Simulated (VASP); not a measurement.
# Cd2HgO3 (P-3m1) in VASP: a series of runs

Runs on Cd2HgO3. Level: PBE. Tasks: single point.

Everything below comes from runs of VASP 6.6.1. Logs are shortened: lines on timing, memory, paths and dates and some standing lists are left out, and cuts for length are marked.

## 1. The cell of the first run

Symmetry: P-3m1, No. 164, trigonal system. The conventional cell has a = 3.404 Å, b = 3.404 Å, c = 8.374 Å, α = 90.00°, β = 90.00°, γ = 120.00°. Cd (site symmetry 3m) has 6 O at 2.37 to 2.39 Å within 3.1 Å. Hg (site symmetry -3m) has 6 O at 2.47 Å and 6 Hg at 3.40 Å and 6 Cd at 3.44 Å within 3.5 Å. Within 3.1 Å of O (site symmetry 3m) lie 3 Cd at 2.37 Å and 3 Hg at 2.47 Å. Within 3.2 Å of O (site symmetry -3m) lie 6 Cd at 2.39 Å.

## 2. Single point, PBE

Input file INCAR:

```
SYSTEM = Cd2HgO3
PREC = Accurate ; ENCUT = 700
EDIFF = 1E-6 ; ISMEAR = 0
SIGMA = 0.1 ; LREAL = .FALSE.
LASPH = .TRUE. ; NELM = 120
ALGO = Normal ; ISIF = 2
LWAVE = .FALSE. ; LCHARG = .FALSE.
GGA = PE ; NBANDS = 48
GGA_COMPAT = .FALSE.
```

Input file KPOINTS:

```
regular mesh
0
G
  6 6 2
  0 0 0
```

Input file POSCAR:

```
Cd2HgO3
1.0
    3.4041280000      0.0000000000      0.0000000000
   -1.7020640000      2.9480613000      0.0000000000
    0.0000000000      0.0000000000      8.3737292000
Cd Hg O
2 1 3
Direct
    0.3333333000      0.6666667000      0.6629870000
    0.6666667000      0.3333333000      0.3370130000
    0.0000000000      0.0000000000      0.0000000000
    0.6666667000      0.3333333000      0.8217770000
    0.0000000000      0.0000000000      0.5000000000
    0.3333333000      0.6666667000      0.1782230000
```

Potentials or basis: VASP PAW PBE potentials, release 64 (Cd_sv_GW, Hg_sv_GW, O).

On the command line:

```
$ cat potpaw_PBE.64/Cd_sv_GW/POTCAR potpaw_PBE.64/Hg_sv_GW/POTCAR potpaw_PBE.64/O/POTCAR > POTCAR
$ mpirun -np 1 vasp_std > vasp.out
```

OUTCAR:

```text
SYSTEM = Cd2HgO3
   PREC = Accurate
   ENCUT = 700
   EDIFF = 1E-6
   ISMEAR = 0
   LREAL = .FALSE.
   LASPH = .TRUE.
   NELM = 120
   ISIF = 2
   GGA = PE

 ion  position               nearest neighbor table
   1  0.333  0.667  0.663-
   2  0.667  0.333  0.337-
   3  0.000  0.000  0.000-   4 2.47   6 2.47   6 2.47   4 2.47   4 2.47   6 2.47
   4  0.667  0.333  0.822-   3 2.47   3 2.47   3 2.47
   5  0.000  0.000  0.500-
   6  0.333  0.667  0.178-   3 2.47   3 2.47   3 2.47

  LATTYP: Found a hexagonal cell.
 ALAT       =     3.4041280000
 C/A-ratio  =     2.4598749518

  Lattice vectors:

 A1 = (   3.4041280000,   0.0000000000,   0.0000000000)
 A2 = (  -1.7020640000,   2.9480613000,   0.0000000000)
 A3 = (   0.0000000000,   0.0000000000,   8.3737292000)

Analysis of symmetry for initial positions (statically):
=====================================================================
 Subroutine PRICEL returns:
 Original cell was already a primitive cell.

 Routine SETGRP: Setting up the symmetry group for a
 hexagonal supercell.

 Subroutine GETGRP returns: Found 12 space group operations
 (whereof 12 operations were pure point group operations)
 out of a pool of 24 trial point group operations.

The static configuration has the point symmetry D_3d.

Analysis of symmetry for dynamics (positions and initial velocities):
=====================================================================
 Subroutine PRICEL returns:
 Original cell was already a primitive cell.

 Routine SETGRP: Setting up the symmetry group for a
 hexagonal supercell.

 Subroutine GETGRP returns: Found 12 space group operations
 (whereof 12 operations were pure point group operations)
 out of a pool of 24 trial point group operations.

The dynamic configuration has the point symmetry D_3d.

 Subroutine INISYM returns: Found 12 space group operations
 (whereof 12 operations are pure point group operations),
 and found     1 'primitive' translations

----------------------------------------------------------------------------------------

                                     Primitive cell

  volume of cell :      84.0352

  direct lattice vectors                    reciprocal lattice vectors
     3.404128000  0.000000000  0.000000000     0.293760987  0.169602986  0.000000000
    -1.702064000  2.948061300  0.000000000     0.000000000  0.339205972  0.000000000
     0.000000000  0.000000000  8.373729200     0.000000000  0.000000000  0.119421106
[... 83 lines left out ...]
   EDIFFG = 0.1E-04   stopping-criterion for IOM
   NSW    =      0    number of steps for IOM
   IBRION =     -1    ionic relax: 0-MD 1-quasi-New 2-CG
   NFREE  =      0    steps in history (QN), initial steepest desc. (CG)
   ISIF   =      2    stress and relaxation
   ISYM   =      2    0-nonsym 1-usesym 2-fastsym
   POTIM  = 0.5000    time-step for ionic-motion
   TEBEG  =    0.0;   TEEND  =   0.0 temperature during run
   PSTRESS=    0.0 pullay stress
   NELECT =      78.0000    total number of electrons
   NUPDOWN=      -1.0000    fix difference up-down
   EMIN   =  10.00;   EMAX   =-10.00  energy-range for DOS
   EFERMI =   0.00;   METHOD = LEGACY
   ISMEAR =     0;   SIGMA  =   0.10  broadening in eV -4-tet -1-fermi 0-gaus
   EFERMI_NEDOS =   21; number of points for ismear=-14 and -15
   IALGO  =     38    algorithm
   IMIX   =      4    mixing-type and parameters
     AMIX     =   0.40;   BMIX     =  1.00
     AMIX_MAG =   1.60;   BMIX_MAG =  1.00
  volume/ion in A,a.u.               =      14.01        94.52
  Fermi-wavevector in a.u.,A,eV,Ry     =   1.596930  3.017760 34.697387  2.550186
  Thomas-Fermi vector in A             =   2.694616
   LORBIT       =      0    0 simple, 1 ext, 2 COOP (PROOUT), +10 PAW based schemes
   GGA     = PE    functional components
   LHFCALC =     F    Hartree Fock is set to
   AEXX    =    0.0000 exact exchange contribution
   IVDW    =     0    specifies the selected vdW correction
   LEPSILON=     F    determine dielectric tensor
   LRPA    =     F    only Hartree local field effects (RPA)
 non-spin polarized calculation
 Gauss-broadening in eV      SIGMA  =   0.10
  energy-cutoff  :      700.00
  volume of cell :       84.04
 maximum number of plane-waves:      3583
 NGX is ok and might be reduce to    30
   NGX = 15   NGY = 15   NGZ = 37

 number of electron      77.9999998 magnetization

 Free energy of the ion-electron system (eV)
  ---------------------------------------------------
  ext. energy  EPLUGINS =         0.00000000
  ---------------------------------------------------
  free energy    TOTEN  =       -21.07592699 eV

  energy without entropy =      -21.07265427  energy(sigma->0) =      -21.07429063

 E-fermi :   4.6016     XC(G=0): -11.6446

 val. band max:        4.5382651031   @ k =   0.5000   0.0000   0.5000
 cond. band min:       5.1667397320   @ k =   0.0000   0.0000   0.5000
 fundamental gap:      0.6284746288
 Fermi energy:         4.6016192426

 k-point     1 :       0.0000    0.0000    0.0000
  band No.  band energies     occupation
      1    -108.6169      2.00000
      2     -96.0289      2.00000
      3     -96.0284      2.00000
      4     -57.1203      2.00000
      5     -57.1137      2.00000
      6     -57.1043      2.00000
[... 703 lines left out ...]
     47      13.3067      0.00000
     48      13.7768      0.00000

------------------------ aborting loop because EDIFF is reached ----------------------------------------

  FORCE on cell =-STRESS in cart. coord.  units (eV):
  Direction    XX          YY          ZZ          XY          YZ          ZX
  --------------------------------------------------------------------------------------
  -------------------------------------------------------------------------------------
  Total       -0.1176178     -0.1176178     -0.1124231      0.0000000      0.0000000      0.0000000
  in kB       -2.2424478     -2.2424477     -2.1434075      0.0000000      0.0000000      0.0000000
  external PRESSURE =      -2.2094343 kB  Pullay stress =       0.0000000 kB

 VOLUME and BASIS-vectors are now :
 -----------------------------------------------------------------------------
  energy-cutoff  :      700.00
  volume of cell :       84.04
      direct lattice vectors                 reciprocal lattice vectors
     3.404128000  0.000000000  0.000000000     0.293760987  0.169602986  0.000000000
    -1.702064000  2.948061300  0.000000000     0.000000000  0.339205972  0.000000000
     0.000000000  0.000000000  8.373729200     0.000000000  0.000000000  0.119421106

 POSITION                                       TOTAL-FORCE (eV/Angst)
 -----------------------------------------------------------------------------------
     -0.00000      1.96537      5.55167        -0.000000      0.000000     -0.000764
      1.70206      0.98269      2.82206         0.000000     -0.000000      0.000764
      0.00000      0.00000      0.00000         0.000000      0.000000      0.000000
      1.70206      0.98269      6.88134        -0.000000     -0.000000     -0.002334
      0.00000      0.00000      4.18686         0.000000      0.000000      0.000000
     -0.00000      1.96537      1.49239         0.000000      0.000000      0.002334
 -----------------------------------------------------------------------------------
    total drift:                               -0.000000      0.000000      0.000000

  FREE ENERGIE OF THE ION-ELECTRON SYSTEM (eV)
  ---------------------------------------------------
  free  energy   TOTEN  =       -21.0759269856 eV

  energy  without entropy=      -21.0726542718  energy(sigma->0) =      -21.07429063
```

stdout:

```text
POSCAR found type information on POSCAR CdHgO
 POSCAR found :  3 types and       6 ions
 scaLAPACK will be used
 LDA part: xc-table for (Slater+PW92), standard interpolation
 POSCAR, INCAR and KPOINTS ok, starting setup
 FFT: planning ... GRIDC
 FFT: planning ... GRID_SOFT
 FFT: planning ... GRID
 WAVECAR not read
 entering main loop
```

It took 2 min on 1 thread of Intel Xeon Platinum 8375C at 2.90GHz (Ice Lake), shared host; peak memory 0.3 GiB.

What came out:

| Item | Value |
| --- | --- |
| Free energy | -21.0759 eV |
| Pressure | -0.2 GPa |
| Band gap on the k mesh | zero (bands 39 and 40 overlap by 0.31 eV) |

Forces in eV/Å, atoms in the order of the input:
```
Cd   0.000  0.000 -0.001
Cd   0.000  0.000  0.001
Hg   0.000  0.000  0.000
O    0.000  0.000 -0.002
O    0.000  0.000  0.000
O    0.000  0.000  0.002
```

Levels at points of the mesh, in eV from the Fermi level:
| k point | band 37 | band 38 | band 39 | band 40 | band 41 | band 42 |
| --- | --- | --- | --- | --- | --- | --- |
| (0.00, 0.00, 0.00) | -0.50 | -0.50 | -0.37 | -0.37 | 2.77 | 3.10 |
| (0.50, 0.00, 0.00) | -0.86 | -0.68 | -0.56 | 2.19 | 4.72 | 4.76 |
| (0.00, 0.00, 0.50) | -1.05 | -0.11 | -0.11 | 0.57 | 1.09 | 4.11 |
| (0.50, 0.00, 0.50) | -1.68 | -0.09 | -0.06 | 2.60 | 4.02 | 4.37 |

Caveat: the k points lie up to 0.38 Å⁻¹ apart; semilocal functionals underestimate gaps, and a narrow one can read as zero; spin-orbit coupling is left out, which moves the levels of the heavy elements.

## 3. Single point, PBE

Input file INCAR:

```
ALGO = Normal
EDIFF = 1E-6
ENCUT = 700
GGA = PE
GGA_COMPAT = F
ISIF = 2
ISMEAR = 0
LASPH = T
LCHARG = T
LELF = T
LREAL = F
LVHAR = T
LWAVE = F
NBANDS = 48
NELM = 120
PREC = Accurate
SIGMA = 0.1
```

Input file KPOINTS:

```
k-points
0
Gamma
  12 12 6
```

Input file POSCAR:

```
Cd2HgO3
1.0
    3.4041279851      0.0000000000      0.0000000000
   -1.7020639926      2.9480613129      0.0000000000
    0.0000000000      0.0000000000      8.3737292000
Cd Hg O
2 1 3
Direct
    0.3333333333      0.6666666667      0.6629870000
    0.6666666667      0.3333333333      0.3370130000
    0.0000000000      0.0000000000      0.0000000000
    0.6666666667      0.3333333333      0.8217770000
    0.0000000000      0.0000000000      0.5000000000
    0.3333333333      0.6666666667      0.1782230000
```

Potentials or basis: VASP PAW PBE potentials, release 64 (Cd_sv_GW, Hg_sv_GW, O).

On the command line:

```
$ cat potpaw_PBE.64/Cd_sv_GW/POTCAR potpaw_PBE.64/Hg_sv_GW/POTCAR potpaw_PBE.64/O/POTCAR > POTCAR
$ mpirun -np 1 vasp_std > vasp.out
```

Run time: 14 min. Hardware: 1 thread of Intel Xeon Platinum 8259CL at 2.50GHz (Skylake/Cascade Lake), shared host; peak memory 0.75 GiB.

It converged, with:

```yaml
Free_energy: -21.0688 eV
Pressure: -0.2 GPa
Largest_force: 0.005 eV/Å
Band_gap_on_the_k_mesh: zero (bands 39 and 40 overlap by 0.31 eV)
```

Forces in eV/Å, atoms in the order of the input:
```
Cd   0.000  0.000  0.001
Cd   0.000  0.000 -0.001
Hg   0.000  0.000  0.000
O    0.000  0.000 -0.005
O    0.000  0.000  0.000
O    0.000  0.000  0.005
```

Levels at points of the mesh, in eV from the Fermi level:
| k point | band 36 | band 37 | band 38 | band 39 | band 40 | band 41 | band 42 | band 43 |
| --- | --- | --- | --- | --- | --- | --- | --- | --- |
| (0.00, 0.00, 0.00) | -1.22 | -0.45 | -0.45 | -0.31 | -0.31 | 2.82 | 3.15 | 7.58 |
| (0.50, 0.00, 0.00) | -1.05 | -0.80 | -0.62 | -0.50 | 2.25 | 4.78 | 4.82 | 6.37 |
| (0.00, 0.00, 0.50) | -1.00 | -1.00 | -0.06 | -0.06 | 0.62 | 1.15 | 4.17 | 6.22 |
| (0.50, 0.00, 0.50) | -1.68 | -1.63 | -0.04 | -0.01 | 2.65 | 4.08 | 4.43 | 6.44 |

Caveat: semilocal functionals underestimate gaps, and a narrow one can read as zero; spin-orbit coupling is left out, which moves the levels of the heavy elements.

The gap in the log of VASP goes by the Fermi energy; the results here count the filled bands.